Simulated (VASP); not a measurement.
# YB (R-3m) in VASP: a series of runs, part 2 of 2

VASP 6.6.1. Earlier steps stand in the parts before.

### 6 Relaxation of cell and atoms, PBE

Input file INCAR:

```
PREC = Accurate
ENCUT = 600
EDIFF = 1E-7
ISMEAR = -1
SIGMA = 0.15
LREAL = False
LASPH = True
NELM = 100
ALGO = Normal
ISIF = 3
LWAVE = False
LCHARG = False
GGA = PE
IBRION = 2
NSW = 80
EDIFFG = -0.001
```

Input file KPOINTS:

```
Automatic mesh
0
Gamma
  15 15 15
```

Input file POSCAR:

```
YB
1.0
    1.8058479147      1.0426067797      3.3744950971
   -1.8058479147      1.0426067797      3.3744950971
    0.0000000000     -2.0852135593      3.3744950971
Y B
1 1
Direct
    0.5000000000      0.5000000000      0.5000000000
    0.0000000000      0.0000000000      0.0000000000
```

Potentials or basis: VASP PAW PBE potentials, release 64 (Y_sv, B).

The run is started by

```bash
$ cat potpaw_PBE.64/Y_sv/POTCAR potpaw_PBE.64/B/POTCAR > POTCAR
$ mpirun -np 1 vasp_std > vasp.out
```

OUTCAR:

```text
PREC = Accurate
   ENCUT = 600
   EDIFF = 1E-7
   ISMEAR = -1
   LREAL = False
   LASPH = True
   NELM = 100
   ISIF = 3
   GGA = PE
   IBRION = 2
   NSW = 80
   EDIFFG = -0.001

 ion  position               nearest neighbor table
   1  0.500  0.500  0.500-   2 2.68   2 2.68   2 2.68   2 2.68   2 2.68   2 2.68
   2  0.000  0.000  0.000-   1 2.68   1 2.68   1 2.68   1 2.68   1 2.68   1 2.68

  LATTYP: Found a trigonal (rhomboedric) cell.
 ALAT       =     3.9667786362
 COS(alpha) =     0.5855077559

  Lattice vectors:

 A1 = (   1.8058479147,   1.0426067797,   3.3744950971)
 A2 = (  -1.8058479147,   1.0426067797,   3.3744950971)
 A3 = (   0.0000000000,  -2.0852135593,   3.3744950971)

Analysis of symmetry for initial positions (statically):
=====================================================================
 Subroutine PRICEL returns:
 Original cell was already a primitive cell.

 Routine SETGRP: Setting up the symmetry group for a
 trigonal (rhombohedral) supercell.

 Subroutine GETGRP returns: Found 12 space group operations
 (whereof 12 operations were pure point group operations)
 out of a pool of 12 trial point group operations.

The static configuration has the point symmetry D_3d.

Analysis of symmetry for dynamics (positions and initial velocities):
=====================================================================
 Subroutine PRICEL returns:
 Original cell was already a primitive cell.

 Routine SETGRP: Setting up the symmetry group for a
 trigonal (rhombohedral) supercell.

 Subroutine GETGRP returns: Found 12 space group operations
 (whereof 12 operations were pure point group operations)
 out of a pool of 12 trial point group operations.

The dynamic configuration has the point symmetry D_3d.

 Subroutine INISYM returns: Found 12 space group operations
 (whereof 12 operations are pure point group operations),
[... 145 lines left out ...]

------------------------ aborting loop because EDIFF is reached ----------------------------------------

  FORCE on cell =-STRESS in cart. coord.  units (eV):
  Direction    XX          YY          ZZ          XY          YZ          ZX
  --------------------------------------------------------------------------------------
  -------------------------------------------------------------------------------------
  Total        0.0895943      0.0895943     -0.2008372      0.0000000     -0.0000000      0.0000000
  in kB        3.7655579      3.7655579     -8.4409811      0.0000000     -0.0000000      0.0000000
  external PRESSURE =      -0.3032884 kB  Pullay stress =       0.0000000 kB
[... 89 lines left out ...]
  FREE ENERGIE OF THE ION-ELECTRON SYSTEM (eV)
  ---------------------------------------------------
  free  energy   TOTEN  =       -12.6504367886 eV

  energy  without entropy=      -12.4751363372  energy(sigma->0) =      -12.56278656

[... ionic steps 4 to 8 ...]

--------------------------------------- Ionic step        9  -------------------------------------------

 number of electron      14.0000000 magnetization

------------------------ aborting loop because EDIFF is reached ----------------------------------------
[... 67 lines left out ...]
--------------------------------------- Ionic step       11  -------------------------------------------

 number of electron      14.0000000 magnetization

 Free energy of the ion-electron system (eV)
  ---------------------------------------------------
  ext. energy  EPLUGINS =         0.00000000
  ---------------------------------------------------
  free energy    TOTEN  =       -12.65065732 eV

  energy without entropy =      -12.47242098  energy(sigma->0) =      -12.56153915

 E-fermi :   2.9042     XC(G=0): -10.1762

 val. band max:        2.9039804089   @ k =  -0.2667   0.3333   0.2000
 cond. band min:       2.9047703104   @ k =  -0.3333   0.3333   0.2000
 fundamental gap:      0.0007899015
 Fermi energy:         2.9041515969

 k-point     1 :       0.0000    0.0000    0.0000
  band No.  band energies     occupation
      1     -38.4592      2.00000
      2     -18.3669      2.00000
      3     -18.2800      2.00000
      4     -18.2800      2.00000
      5      -4.4890      2.00000
      6       4.7510      0.00001
      7       5.0399      0.00000
      8       5.6921      0.00000
      9       5.6921      0.00000
     10       5.7610      0.00000
     11       5.7610      0.00000
[... 309 lines left out ...]
 k-point    24 :       0.2000    0.1333   -0.0000
  band No.  band energies     occupation
      1     -38.4450      2.00000
      2     -18.4261      2.00000
      3     -18.3756      2.00000
      4     -18.3145      2.00000
      5      -3.8298      2.00000
      6       2.8118      1.29853
      7       3.8728      0.00313
      8       4.3026      0.00018
      9       5.1243      0.00000
     10       6.7567      0.00000
     11       7.4009      0.00000

 [... further k-points ...]

------------------------ aborting loop because EDIFF is reached ----------------------------------------

  FORCE on cell =-STRESS in cart. coord.  units (eV):
  Direction    XX          YY          ZZ          XY          YZ          ZX
  --------------------------------------------------------------------------------------
  -------------------------------------------------------------------------------------
  Total       -0.0006290     -0.0006290     -0.0002311      0.0000000     -0.0000000      0.0000000
  in kB       -0.0263884     -0.0263884     -0.0096958      0.0000000     -0.0000000      0.0000000
  external PRESSURE =      -0.0208242 kB  Pullay stress =       0.0000000 kB
[... 17 lines left out ...]
  FREE ENERGIE OF THE ION-ELECTRON SYSTEM (eV)
  ---------------------------------------------------
  free  energy   TOTEN  =       -12.6506573213 eV

  energy  without entropy=      -12.4724209834  energy(sigma->0) =      -12.56153915

 reached required accuracy - stopping structural energy minimisation
```

CONTCAR:

```text
YB
   1.00000000000000
     1.8263318375737545    1.0544331780848799    3.3050337317088618
    -1.8263318375737545    1.0544331780848799    3.3050337317088618
     0.0000000000000000   -2.1088663560706919    3.3050337317094991
  Y               B
     1     1
Direct
     0.5000000000000000    0.5000000000000000    0.5000000000000000
     1.0000000000000000    0.0000000000000000    0.0000000000000000

  0.00000000E+00  0.00000000E+00  0.00000000E+00
  0.00000000E+00  0.00000000E+00  0.00000000E+00
```

Run time: 17 min. Hardware: 1 thread of AMD EPYC 7R43 (Zen 3), shared host; peak memory 0.35 GiB.

What came out:

* Free energy: -12.6507 eV
* Relaxed volume: 19.09 Å³/atom
* Relaxed cell: a = 3.921 Å, b = 3.921 Å, c = 3.921 Å, α = 55.53°, β = 55.53°, γ = 55.53°
* Space group after relaxing (to 0.05 Å): R-3m (No. 166)
* Energy gained by relaxing: 1.4 meV/atom
* Ionic steps: 11
* Pressure after relaxing: 0.0 GPa
* Band gap on the k mesh: zero (band 7 reaches 5.17 eV, above the bottom of band 8 at 2.41 eV)

The path:
| step | energy change (eV) | largest force (eV/Å) | pressure (GPa) | volume (Å³) |
| --- | --- | --- | --- | --- |
| 1 | 0.0000 | 0.0000 | -0.03 | 38.12 |
| 2 | -0.0012 | 0.0000 | 0.06 | 38.10 |
| 3 | -0.0026 | 0.0000 | 0.30 | 38.04 |
| 4 | -0.0026 | 0.0000 | 0.35 | 38.03 |
| 5 | -0.0025 | 0.0000 | -0.44 | 38.39 |
| 6 | -0.0028 | 0.0000 | -0.01 | 38.19 |
| 7 | -0.0028 | 0.0000 | -0.02 | 38.19 |
| 8 | -0.0028 | 0.0000 | 0.03 | 38.17 |
| 9 | -0.0028 | 0.0000 | 0.01 | 38.18 |
| 10 | -0.0028 | 0.0000 | 0.01 | 38.18 |
| 11 | -0.0028 | 0.0000 | 0.00 | 38.19 |

Final structure:
```
Y B
1.0
     1.82633    1.05443    3.30503
    -1.82633    1.05443    3.30503
     0.00000   -2.10887    3.30503
Y B
1 1
Direct
  0.50000 0.50000 0.50000
  0.00000 0.00000 0.00000
```

Levels at points of the mesh, in eV from the Fermi level:
```csv
k point,band 4,band 5,band 6,band 7,band 8,band 9,band 10,band 11
"(0.00, 0.00, 0.00)",-21.18,-7.39,1.85,2.14,2.79,2.79,2.86,2.86
```

### 7 Overview

| task | cell | cutoff (eV) | smearing | gap on the mesh (eV) | pressure (GPa) | relaxed volume (Å³/atom) |
| --- | --- | --- | --- | --- | --- | --- |
| single point | a = 3.967 Å, angles 54.2°, 2 atoms | 520 | gaussian 0.1 eV | none | -0.1 | - |
| relaxation of cell and atoms | relaxed from a = 3.967 Å, angles 54.2°, 2 atoms | 600 | gaussian 0.1 eV | none | 0.0 | 19.03 |
| single point | a = 3.921 Å, angles 55.6°, 2 atoms | 520 | fermi-dirac 0.15 eV | none | -0.1 | - |
| relaxation of cell and atoms | relaxed from a = 3.967 Å, angles 54.2°, 2 atoms | 600 | fermi-dirac 0.15 eV | none | 0.0 | 19.09 |

Alike in all rows: level PBE; potentials or basis VASP PAW PBE potentials, release 64 (Y_sv, B); no spin polarisation; k mesh 15 × 15 × 15.

Absolute energies hang on the potentials; compare differences alone.
